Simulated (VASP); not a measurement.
# MgSi (P4/mmm) in VASP: a series of runs

Runs on MgSi. Level: LDA. Tasks: single point.

Everything below comes from runs of VASP 6.6.1. Logs are shortened: lines on timing, memory, paths and dates and some standing lists are left out, and cuts for length are marked.

**1. The cell of the first run**

Symmetry: P4/mmm, No. 123, tetragonal system. The conventional cell has a = 2.948 Å, b = 2.948 Å, c = 3.993 Å, α = 90.00°, β = 90.00°, γ = 90.00°. Mg (site symmetry 4/mmm) has 8 Si at 2.89 Å and 4 Mg at 2.95 Å within 3.8 Å. Si (site symmetry 4/mmm) has 8 Mg at 2.89 Å and 4 Si at 2.95 Å within 3.8 Å.

**2. Single point, LDA**

Contents of INCAR:

```
PREC = Accurate
ENCUT = 520
EDIFF = 1E-6
ISMEAR = 0
SIGMA = 0.15
LREAL = F
LASPH = T
NELM = 100
ALGO = Normal
ISIF = 2
LWAVE = F
LCHARG = F
GGA = CA
NBANDS = 10
```

Contents of KPOINTS:

```
regular mesh
0
Gamma
  18 18 14
```

Contents of POSCAR:

```
MgSi
1.0
    2.9482399651      0.0000000000      0.0000000000
    0.0000000000      2.9482399651      0.0000000000
    0.0000000000      0.0000000000      3.9932595021
Mg Si
1 1
Direct
    0.0000000000      0.0000000000      0.0000000000
    0.5000000000      0.5000000000      0.5000000000
```

Potentials or basis: VASP PAW LDA potentials, release 64 (Mg, Si).

The run is started by

```console
> cat potpaw_LDA.64/Mg/POTCAR potpaw_LDA.64/Si/POTCAR > POTCAR
> mpirun -np 1 vasp_std > vasp.out
```

OUTCAR:

```text
PREC = Accurate
   ENCUT = 520
   EDIFF = 1E-6
   ISMEAR = 0
   LREAL = F
   LASPH = T
   NELM = 100
   ISIF = 2
   GGA = CA

 ion  position               nearest neighbor table
   1  0.000  0.000  0.000-   2 2.89   2 2.89   2 2.89   2 2.89   2 2.89   2 2.89   2 2.89   2 2.89

   2  0.500  0.500  0.500-   1 2.89   1 2.89   1 2.89   1 2.89   1 2.89   1 2.89   1 2.89   1 2.89

  LATTYP: Found a simple tetragonal cell.
 ALAT       =     2.9482399651
 C/A-ratio  =     1.3544553867

  Lattice vectors:

 A1 = (   2.9482399651,   0.0000000000,   0.0000000000)
 A2 = (   0.0000000000,   2.9482399651,   0.0000000000)
 A3 = (   0.0000000000,   0.0000000000,   3.9932595021)

Analysis of symmetry for initial positions (statically):
=====================================================================
 Subroutine PRICEL returns:
 Original cell was already a primitive cell.

 Routine SETGRP: Setting up the symmetry group for a
 simple tetragonal supercell.

 Subroutine GETGRP returns: Found 16 space group operations
 (whereof 16 operations were pure point group operations)
 out of a pool of 16 trial point group operations.

The static configuration has the point symmetry D_4h.

Analysis of symmetry for dynamics (positions and initial velocities):
=====================================================================
 Subroutine PRICEL returns:
 Original cell was already a primitive cell.

 Routine SETGRP: Setting up the symmetry group for a
 simple tetragonal supercell.

 Subroutine GETGRP returns: Found 16 space group operations
 (whereof 16 operations were pure point group operations)
 out of a pool of 16 trial point group operations.

The dynamic configuration has the point symmetry D_4h.

 Subroutine INISYM returns: Found 16 space group operations
 (whereof 16 operations are pure point group operations),
 and found     1 'primitive' translations

----------------------------------------------------------------------------------------

                                     Primitive cell

  volume of cell :      34.7099

  direct lattice vectors                    reciprocal lattice vectors
     2.948239965  0.000000000  0.000000000     0.339185416  0.000000000  0.000000000
     0.000000000  2.948239965  0.000000000     0.000000000  0.339185416  0.000000000
     0.000000000  0.000000000  3.993259502     0.000000000  0.000000000  0.250421992

  length of vectors
     2.948239965  2.948239965  3.993259502     0.339185416  0.339185416  0.250421992

  position of ions in fractional coordinates (direct lattice)
     0.000000000  0.000000000  0.000000000
     0.500000000  0.500000000  0.500000000

  ion indices of the primitive-cell ions
   primitive index   ion index
                 1           1
                 2           2

----------------------------------------------------------------------------------------

 KPOINTS: regular mesh

Automatic generation of k-mesh.
 Grid dimensions read from file:
 generate k-points for:   18   18   14

 Generating k-lattice:

  Cartesian coordinates                     Fractional coordinates (reciprocal lattice)
     0.018843634  0.000000000  0.000000000     0.055555556  0.000000000  0.000000000
     0.000000000  0.018843634  0.000000000     0.000000000  0.055555556  0.000000000
     0.000000000  0.000000000  0.017887285     0.000000000  0.000000000  0.071428571

  Length of vectors
     0.018843634  0.018843634  0.017887285

  Shift w.r.t. Gamma in fractional coordinates (k-lattice)
     0.000000000  0.000000000  0.000000000

 Subroutine IBZKPT returns following result:
 ===========================================

 Found    440 irreducible k-points:

 Following reciprocal coordinates:
            Coordinates               Weight
  0.000000  0.000000  0.000000      1.000000
  0.055556  0.000000  0.000000      4.000000
  0.111111  0.000000  0.000000      4.000000
  0.166667  0.000000  0.000000      4.000000
  0.222222  0.000000  0.000000      4.000000
  0.277778  0.000000  0.000000      4.000000
[... 16 lines left out ...]
  0.277778  0.111111  0.000000      8.000000
  0.333333  0.111111  0.000000      8.000000
 [... further k-points ...]
   k-points           NKPTS =    440   k-points in BZ     NKDIM =    440   number of bands    NBANDS=     10
   number of dos      NEDOS =    301   number of ions     NIONS =      2
   total plane-waves  NPLWV =  17280
   dimension x,y,z NGX =    24 NGY =   24 NGZ =   30
   dimension x,y,z NGXF=    48 NGYF=   48 NGZF=   60
   ions per type =               1   1
   NGX,Y,Z   is equivalent  to a cutoff of  13.53, 13.53, 12.49 a.u.
   NGXF,Y,Z  is equivalent  to a cutoff of  27.07, 27.07, 24.98 a.u.
 SYSTEM =  unknown system
   PREC   = accura    normal or accurate (medium, high low for compatibility)
   ISTART =      0    job   : 0-new  1-cont  2-samecut
   ICHARG =      2    charge: 1-file 2-atom 10-const
   ISPIN  =      1    spin polarized calculation?
   LNONCOLLINEAR =      F non collinear calculations
   LSORBIT =      F    spin-orbit coupling
   LASPH  =      T    aspherical Exc in radial PAW
   ENCUT  =  520.0 eV  38.22 Ry    6.18 a.u.   5.48  5.48  7.42*2*pi/ulx,y,z
   NELM   =    100;   NELMIN=  2; NELMDL= -5     # of ELM steps
   EDIFF  = 0.1E-05   stopping-criterion for ELM
   LREAL  =      F    real-space projection
   EDIFFG = 0.1E-04   stopping-criterion for IOM
   NSW    =      0    number of steps for IOM
   IBRION =     -1    ionic relax: 0-MD 1-quasi-New 2-CG
   NFREE  =      0    steps in history (QN), initial steepest desc. (CG)
   ISIF   =      2    stress and relaxation
   ISYM   =      2    0-nonsym 1-usesym 2-fastsym
   POTIM  = 0.5000    time-step for ionic-motion
   TEBEG  =    0.0;   TEEND  =   0.0 temperature during run
   PSTRESS=    0.0 pullay stress
   NELECT =       6.0000    total number of electrons
   NUPDOWN=      -1.0000    fix difference up-down
   EMIN   =  10.00;   EMAX   =-10.00  energy-range for DOS
   EFERMI =   0.00;   METHOD = LEGACY
   ISMEAR =     0;   SIGMA  =   0.15  broadening in eV -4-tet -1-fermi 0-gaus
   EFERMI_NEDOS =   21; number of points for ismear=-14 and -15
   IALGO  =     38    algorithm
   IMIX   =      4    mixing-type and parameters
     AMIX     =   0.40;   BMIX     =  1.00
     AMIX_MAG =   1.60;   BMIX_MAG =  1.00
  volume/ion in A,a.u.               =      17.35       117.12
  Fermi-wavevector in a.u.,A,eV,Ry     =   0.911957  1.723348 11.315488  0.831665
  Thomas-Fermi vector in A             =   2.036296
   LORBIT       =      0    0 simple, 1 ext, 2 COOP (PROOUT), +10 PAW based schemes
   GGA     = CA    functional components
   LHFCALC =     F    Hartree Fock is set to
   AEXX    =    0.0000 exact exchange contribution
   IVDW    =     0    specifies the selected vdW correction
   LEPSILON=     F    determine dielectric tensor
   LRPA    =     F    only Hartree local field effects (RPA)
 non-spin polarized calculation
 Gauss-broadening in eV      SIGMA  =   0.15
  energy-cutoff  :      520.00
  volume of cell :       34.71
 maximum number of plane-waves:       959
 NGX is ok and might be reduce to    24
   NGX = 11   NGY = 11   NGZ = 15

 number of electron       6.0000000 magnetization

 Free energy of the ion-electron system (eV)
  ---------------------------------------------------
  ext. energy  EPLUGINS =         0.00000000
  ---------------------------------------------------
  free energy    TOTEN  =        -7.69061777 eV

  energy without entropy =       -7.68301668  energy(sigma->0) =       -7.68681723

 E-fermi :   5.9739     XC(G=0): -10.0643

 val. band max:        5.9734704824   @ k =   0.2222   0.1111   0.5000
 cond. band min:       5.9838761649   @ k =   0.4444   0.3333   0.5000
 fundamental gap:      0.0104056825
 Fermi energy:         5.9738754431

 k-point     1 :       0.0000    0.0000    0.0000
  band No.  band energies     occupation
      1      -5.1688      2.00000
      2       3.5833      2.00000
      3       5.5279      1.99997
      4       9.9379      0.00000
      5       9.9379      0.00000
      6      11.2129      0.00000
      7      13.8152      0.00000
      8      18.3456      0.00000
      9      18.3456      0.00000
     10      19.1521      0.00000

 k-point     2 :       0.0556    0.0000    0.0000
  band No.  band energies     occupation
      1      -5.1184      2.00000
      2       3.6273      2.00000
      3       5.5791      1.99980
      4       9.0323      0.00000
      5       9.9773      0.00000
      6      11.8184      0.00000
      7      14.2191      0.00000
      8      17.4651      0.00000
      9      18.3939      0.00000
     10      18.5437      0.00000

 k-point     3 :       0.1111    0.0000    0.0000
  band No.  band energies     occupation
      1      -4.9676      2.00000
      2       3.7588      2.00000
      3       5.7318      1.97752
      4       7.6437      0.00000
      5      10.0944      0.00000
      6      12.3850      0.00000
      7      15.2867      0.00000
      8      16.1101      0.00000
      9      17.6079      0.00000
     10      18.5381      0.00000

 k-point     4 :       0.1667    0.0000    0.0000
  band No.  band energies     occupation
      1      -4.7175      2.00000
      2       3.9761      2.00000
      3       5.9652      1.06535
      4       6.2588      0.00723
      5      10.2867      0.00000
      6      12.7875      0.00000
      7      14.7400      0.00000
      8      15.8155      0.00000
      9      17.5371      0.00000
     10      18.7768      0.00000
[... 222 lines left out ...]
 k-point    22 :       0.2222    0.1111    0.0000
  band No.  band energies     occupation
      1      -4.1705      2.00000
      2       4.4526      2.00000
      3       5.0402      2.00000
      4       6.5478      0.00000
      5       8.4649      0.00000
      6      13.6088      0.00000
      7      14.7168      0.00000
      8      15.6857      0.00000
      9      16.8803      0.00000
     10      17.4760      0.00000

 k-point    23 :       0.2778    0.1111    0.0000
  band No.  band energies     occupation
      1      -3.7317      2.00000
      2       3.7783      2.00000
      3       4.8285      2.00000
      4       6.9920      0.00000
      5       8.8237      0.00000
      6      12.3948      0.00000
      7      13.8666      0.00000
      8      15.6757      0.00000
      9      16.7043      0.00000
     10      17.2664      0.00000

 k-point    24 :       0.3333    0.1111    0.0000
  band No.  band energies     occupation
      1      -3.2097      2.00000
      2       2.6052      2.00000
      3       5.2653      2.00000
      4       7.5239      0.00000
      5       9.2453      0.00000
      6      11.2987      0.00000
      7      12.8668      0.00000
      8      15.1215      0.00000
      9      16.6597      0.00000
     10      17.7218      0.00000

 [... further k-points ...]

------------------------ aborting loop because EDIFF is reached ----------------------------------------

  FORCE on cell =-STRESS in cart. coord.  units (eV):
  Direction    XX          YY          ZZ          XY          YZ          ZX
  --------------------------------------------------------------------------------------
  -------------------------------------------------------------------------------------
  Total       -0.6638854     -0.6638854     -0.8225525      0.0000000     -0.0000000     -0.0000000
  in kB      -30.6443571    -30.6443571    -37.9682902      0.0000000     -0.0000000     -0.0000000
  external PRESSURE =     -33.0856681 kB  Pullay stress =       0.0000000 kB

 VOLUME and BASIS-vectors are now :
 -----------------------------------------------------------------------------
  energy-cutoff  :      520.00
  volume of cell :       34.71
      direct lattice vectors                 reciprocal lattice vectors
     2.948239965  0.000000000  0.000000000     0.339185416  0.000000000  0.000000000
     0.000000000  2.948239965  0.000000000     0.000000000  0.339185416  0.000000000
     0.000000000  0.000000000  3.993259502     0.000000000  0.000000000  0.250421992

 POSITION                                       TOTAL-FORCE (eV/Angst)
 -----------------------------------------------------------------------------------
      0.00000      0.00000      0.00000         0.000000      0.000000      0.000000
      1.47412      1.47412      1.99663         0.000000      0.000000      0.000000
 -----------------------------------------------------------------------------------
    total drift:                               -0.000000     -0.000000     -0.000000

  FREE ENERGIE OF THE ION-ELECTRON SYSTEM (eV)
  ---------------------------------------------------
  free  energy   TOTEN  =        -7.6906177728 eV

  energy  without entropy=       -7.6830166843  energy(sigma->0) =       -7.68681723
```

Run time: 48 s. Hardware: 1 thread of AMD EPYC 9R45 (Zen 5), shared host; peak memory 0.24 GiB.

Results:

| Item | Value |
| --- | --- |
| Free energy | -7.6906 eV |
| Pressure | -3.3 GPa |
| Band gap on the k mesh | zero (bands 3 and 4 overlap by 6.08 eV) |

Caveat: the cell stands under tension.

(Continued in part 2 of 2.)
